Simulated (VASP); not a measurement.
Sc, 2 atoms in the cell. Symmetry: P6_3/mmc, No. 194, hexagonal system. Conventional cell: a = 3.309 Å, b = 3.309 Å, c = 5.294 Å, α = 90.00°, β = 90.00°, γ = 120.00°. Sc (site symmetry -6m2) has 12 Sc at 3.26 to 3.31 Å within 4.3 Å.  This cell differs from its parent crystal: strain +0.0050 x Voigt [0, 0, 1, 0, 0, 0].

* Program: VASP 6.6.1
* Task: single point
* Functional: PBE
* Potentials or basis: VASP PAW PBE potentials, release 64 (Sc_sv)
* Cutoff: 520 eV
* k mesh: 18 × 18 × 10
* Occupations: gaussian, width 0.15 eV
* Spin: no spin polarisation
* Dipole correction: no
* Further INCAR settings: ALGO = Fast; EDIFF = 1e-06; NBANDS = 18

Potentials or basis: VASP PAW PBE potentials, release 64 (Sc_sv).

Command:

```bash
$ cat potpaw_PBE.64/Sc_sv/POTCAR > POTCAR
$ mpirun -np 1 vasp_std > vasp.out
```

Hardware: 1 thread of AMD EPYC 9R45 96-Core Processor (Zen 5), with other jobs on the host.

**Question.** Estimate the wall time of this run.

**Answer.** Wall time 2.2 min on 1 thread of AMD EPYC 9R45 96-Core Processor (Zen 5) (shared host), peak memory 0.27 GiB. Counts: scf iterations 16, k points 222.
